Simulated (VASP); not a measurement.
A run of VASP 6.6.1:

The input INCAR:

```
PREC = Accurate ; ENCUT = 520
EDIFF = 1E-6 ; ISMEAR = 0
SIGMA = 0.1 ; LREAL = F
LASPH = T ; NELM = 60
ALGO = Fast ; ISIF = 2
LWAVE = F ; LCHARG = T
GGA = PE ; LELF = T
LVHAR = T ; NBANDS = 22
```

The input KPOINTS:

```
regular mesh
0
Gamma
  6 6 6
```

File POSCAR:

```
Cs2Cu
1.0
   -2.2818413442      2.2818413442      8.8060165854
    2.2818413442     -2.2818413442      8.8060165854
    2.2818413442      2.2818413442     -8.8060165854
Cs Cu
2 1
Direct
    0.6174734085      0.6174734085      0.0000000000
    0.3825265915      0.3825265915      0.0000000000
    0.0000000000      0.0000000000      0.0000000000
```

Potentials or basis: VASP PAW PBE potentials, release 64 (Cs_sv, Cu).

The run is started by

```sh
$ cat potpaw_PBE.64/Cs_sv/POTCAR potpaw_PBE.64/Cu/POTCAR > POTCAR
$ mpirun -np 1 vasp_std > vasp.out
```

Hardware: 1 thread of Intel(R) Xeon(R) 6975P-C (Granite Rapids), on a shared host.

Task: How long does it take, and how much memory?

Result: It took 3.9 min on 1 thread of Intel(R) Xeon(R) 6975P-C (Granite Rapids), with other jobs on the host, peak memory 0.73 GiB. Counts: scf iterations 14, k points 30.
